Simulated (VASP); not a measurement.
# La2SnO (I4/mcm) in VASP: a series of runs, part 2 of 2

VASP 6.6.1.

## 5. Single point, PBE

This run uses another cell than the first one, of 27.08 Å³/atom.

Input file INCAR:

```
SYSTEM = La2SnO
  PREC = Accurate
  ENCUT = 520
  EDIFF = 1E-7
  ISMEAR = 0
  SIGMA = 0.1
  LREAL = .False.
  LASPH = .True.
  NELM = 100
  ALGO = Normal
  ISIF = 2
  LWAVE = .False.
  LCHARG = .True.
  GGA = PE
  LELF = .True.
  LVHAR = .True.
  NBANDS = 52
```

Input file KPOINTS:

```
regular mesh
0
Gamma
  6 6 6
  0 0 0
```

Input file POSCAR:

```
La2SnO
1.0
   -4.0834031662      4.0834031662      3.2485262838
    4.0834031662     -4.0834031662      3.2485262838
    4.0834031662      4.0834031662     -3.2485262838
La Sn O
4 2 2
Direct
    0.1515428522      0.6515428522      0.8030857044
    0.8484571478      0.3484571478      0.1969142956
    0.3484571478      0.1515428522      0.5000000000
    0.6515428522      0.8484571478      0.5000000000
    0.2500000000      0.2500000000      0.0000000000
    0.7500000000      0.7500000000      0.0000000000
    0.2500000000      0.7500000000      0.5000000000
    0.7500000000      0.2500000000      0.5000000000
```

Potentials or basis: VASP PAW PBE potentials, release 64 (La, Sn_d, O).

The run is started by

```bash
cat potpaw_PBE.64/La/POTCAR potpaw_PBE.64/Sn_d/POTCAR potpaw_PBE.64/O/POTCAR > POTCAR
mpirun -np 1 vasp_std > vasp.out
```

OUTCAR:

```text
SYSTEM = La2SnO
   PREC = Accurate
   ENCUT = 520
   EDIFF = 1E-7
   ISMEAR = 0
   LREAL = .False.
   LASPH = .True.
   NELM = 100
   ISIF = 2
   GGA = PE

 ion  position               nearest neighbor table
   1  0.152  0.652  0.803-   7 2.39   8 2.39   2 3.50   5 3.50   6 3.50   6 3.50   5 3.50
   2  0.848  0.348  0.197-   8 2.39   7 2.39   1 3.50   6 3.50   5 3.50   5 3.50   6 3.50
   3  0.348  0.152  0.500-   7 2.39   8 2.39   4 3.50   6 3.50   5 3.50   5 3.50   6 3.50
   4  0.652  0.848  0.500-   7 2.39   8 2.39   3 3.50   5 3.50   6 3.50   6 3.50   5 3.50
   5  0.250  0.250  0.000-   6 3.25   6 3.25   4 3.50   3 3.50   4 3.50   3 3.50   2 3.50   1 3.50
                             1 3.50   2 3.50
   6  0.750  0.750  0.000-   5 3.25   5 3.25   3 3.50   4 3.50   3 3.50   4 3.50   1 3.50   2 3.50
                             1 3.50   2 3.50
   7  0.250  0.750  0.500-   1 2.39   2 2.39   3 2.39   4 2.39
   8  0.750  0.250  0.500-   2 2.39   1 2.39   3 2.39   4 2.39

  LATTYP: Found a body centered tetragonal cell.
 ALAT       =     8.1668063324
 C/A-ratio  =     0.7955438519

  Lattice vectors:

 A1 = (  -4.0834031662,   4.0834031662,   3.2485262838)
 A2 = (   4.0834031662,  -4.0834031662,   3.2485262838)
 A3 = (   4.0834031662,   4.0834031662,  -3.2485262838)

Analysis of symmetry for initial positions (statically):
=====================================================================
 Subroutine PRICEL returns:
 Original cell was already a primitive cell.

 Routine SETGRP: Setting up the symmetry group for a
 body centered tetragonal supercell.

 Subroutine GETGRP returns: Found 16 space group operations
 (whereof  8 operations were pure point group operations)
 out of a pool of 16 trial point group operations.

The static configuration has the point symmetry C_4h.
 The point group associated with its full space group is D_4h.

Analysis of symmetry for dynamics (positions and initial velocities):
=====================================================================
 Subroutine PRICEL returns:
 Original cell was already a primitive cell.
[... 148 lines left out ...]
   AEXX    =    0.0000 exact exchange contribution
   IVDW    =     0    specifies the selected vdW correction
   LEPSILON=     F    determine dielectric tensor
   LRPA    =     F    only Hartree local field effects (RPA)
 non-spin polarized calculation
 Gauss-broadening in eV      SIGMA  =   0.10
  energy-cutoff  :      520.00
  volume of cell :      216.67
 maximum number of plane-waves:      5854
 NGX is ok and might be reduce to    50
   NGX = 25   NGY = 25   NGZ = 25

 number of electron      84.0000004 magnetization

 Free energy of the ion-electron system (eV)
  ---------------------------------------------------
  ext. energy  EPLUGINS =         0.00000000
  ---------------------------------------------------
  free energy    TOTEN  =       -51.87297403 eV

  energy without entropy =      -51.83731353  energy(sigma->0) =      -51.85514378

 E-fermi :   7.9852     XC(G=0):  -9.7812

 val. band max:        7.9839121452   @ k =   0.1667   0.1667   0.1667
 cond. band min:       7.9973373341   @ k =  -0.1667   0.1667   0.1667
 fundamental gap:      0.0134251890
 Fermi energy:         7.9852389753

 k-point     1 :       0.0000    0.0000    0.0000
  band No.  band energies     occupation
      1     -25.2233      2.00000
      2     -25.1158      2.00000
      3     -25.0401      2.00000
      4     -25.0401      2.00000
      5     -12.9324      2.00000
      6     -12.8478      2.00000
[... 1309 lines left out ...]
     51       9.4478      0.00000
     52       9.4966      0.00000

 [... further k-points ...]

------------------------ aborting loop because EDIFF is reached ----------------------------------------

  FORCE on cell =-STRESS in cart. coord.  units (eV):
  Direction    XX          YY          ZZ          XY          YZ          ZX
  --------------------------------------------------------------------------------------
  -------------------------------------------------------------------------------------
  Total       -0.2422682     -0.2422682     -0.1449905      0.0000000      0.0000000      0.0000000
  in kB       -1.7914970     -1.7914970     -1.0721587      0.0000000      0.0000000      0.0000000
  external PRESSURE =      -1.5517176 kB  Pullay stress =       0.0000000 kB

 VOLUME and BASIS-vectors are now :
 -----------------------------------------------------------------------------
  energy-cutoff  :      520.00
  volume of cell :      216.67
      direct lattice vectors                 reciprocal lattice vectors
    -4.083403166  4.083403166  3.248526284     0.000000000  0.122446886  0.153915947
     4.083403166 -4.083403166  3.248526284     0.122446886  0.000000000  0.153915947
     4.083403166  4.083403166 -3.248526284     0.122446886  0.122446886  0.000000000

 POSITION                                       TOTAL-FORCE (eV/Angst)
 -----------------------------------------------------------------------------------
      5.32102      1.23762      0.00000        -0.006710     -0.006710     -0.000000
     -1.23762      2.84578      3.24853         0.006710      0.006710     -0.000000
      1.23762      2.84578      0.00000        -0.006710      0.006710     -0.000000
      2.84578      1.23762      3.24853         0.006710     -0.006710      0.000000
      0.00000      0.00000      1.62426        -0.000000      0.000000     -0.000000
      0.00000      0.00000      4.87279        -0.000000      0.000000     -0.000000
      4.08340      0.00000      1.62426        -0.000000     -0.000000     -0.000000
      0.00000      4.08340      1.62426        -0.000000      0.000000     -0.000000
 -----------------------------------------------------------------------------------
    total drift:                               -0.000000      0.000000     -0.000000

  FREE ENERGIE OF THE ION-ELECTRON SYSTEM (eV)
  ---------------------------------------------------
  free  energy   TOTEN  =       -51.8729740273 eV

  energy  without entropy=      -51.8373135266  energy(sigma->0) =      -51.85514378
```

OSZICAR:

```text
N       E                     dE             d eps       ncg     rms          rms(c)
DAV:   1     0.114700993495E+04    0.11470E+04   -0.32392E+04  3144   0.241E+03
DAV:   2     0.323447905131E+03   -0.82356E+03   -0.79609E+03  4064   0.532E+02
DAV:   3     0.155532066066E+02   -0.30789E+03   -0.30281E+03  4776   0.305E+02
[... 11 lines left out ...]
DAV:  15    -0.518729734471E+02   -0.17752E-05   -0.22772E-05  6104   0.278E-02    0.316E-03
DAV:  16    -0.518729736020E+02   -0.15489E-06   -0.60485E-06  5768   0.145E-02    0.123E-03
DAV:  17    -0.518729738472E+02   -0.24514E-06   -0.10286E-06  4440   0.709E-03    0.441E-04
DAV:  18    -0.518729739964E+02   -0.14927E-06   -0.30708E-07  3424   0.409E-03    0.474E-04
DAV:  19    -0.518729740273E+02   -0.30861E-07   -0.61201E-08  2744   0.293E-03
   1 F= -.51872974E+02 E0= -.51855144E+02  d E =-.356605E-01
```

stdout:

```text
POSCAR found type information on POSCAR LaSnO
 POSCAR found :  3 types and       8 ions
 scaLAPACK will be used
 LDA part: xc-table for (Slater+PW92), standard interpolation
 POSCAR, INCAR and KPOINTS ok, starting setup
 FFT: planning ... GRIDC
 FFT: planning ... GRID_SOFT
 FFT: planning ... GRID
 WAVECAR not read
 entering main loop
```

Run time: 6 min. Hardware: 1 thread of AMD EPYC 9R45 (Zen 5), shared host; peak memory 0.51 GiB.

What came out:

```yaml
Free_energy: -51.8730 eV
Pressure: -0.2 GPa
Largest_force: 0.009 eV/Å
Band_gap_on_the_k_mesh: zero (bands 42 and 43 overlap by 0.15 eV)
```

Forces on the atoms (eV/Å):
```
La  -0.007 -0.007  0.000
La   0.007  0.007  0.000
La  -0.007  0.007  0.000
La   0.007 -0.007  0.000
Sn   0.000  0.000  0.000
Sn   0.000  0.000  0.000
O    0.000  0.000  0.000
O    0.000  0.000  0.000
```

Levels at points of the mesh, in eV from the Fermi level:
```tsv
k point	band 39	band 40	band 41	band 42	band 43	band 44	band 45	band 46
(0.00, 0.00, 0.00)	-1.92	-0.86	-0.86	-0.19	-0.10	0.17	0.17	1.05
(0.50, 0.00, 0.00)	-1.58	-1.58	-0.28	-0.28	0.18	0.18	0.71	0.71
(0.50, 0.50, 0.00)	-1.57	-1.43	-0.72	-0.33	0.12	0.34	1.11	1.18
(0.50, 0.50, 0.50)	-2.12	-1.08	-1.08	-0.79	0.46	0.86	0.98	0.98
```

Caveat: spin-orbit coupling is left out, which moves the levels of the heavy elements.

## 6. Overview

```tsv
cell	gap on the mesh (eV)	pressure (GPa)	largest force (eV/Å)
a = 6.416 Å, angles 104.1, 104.1, 120.9°, 8 atoms, atomic positions A	none	6.1	0.03
a = 6.487 Å, angles 104.0, 104.0, 121.0°, 8 atoms, atomic positions B	none	3.7	0.03
a = 6.556 Å, angles 104.0, 104.0, 121.0°, 8 atoms, atomic positions C	none	1.6	0.03
a = 6.626 Å, angles 103.9, 103.9, 121.3°, 8 atoms, atomic positions D	none	-0.2	0.01
```

Alike in all rows: task single point; level PBE; potentials or basis VASP PAW PBE potentials, release 64 (La, Sn_d, O); no spin polarisation; k mesh 6 × 6 × 6; cutoff (eV) 520; smearing gaussian 0.1 eV.

Caveats: spin-orbit coupling is left out, which moves the levels of the heavy elements; the cell stands under pressure (at least some runs).

Absolute energies hang on the potentials; compare differences alone.
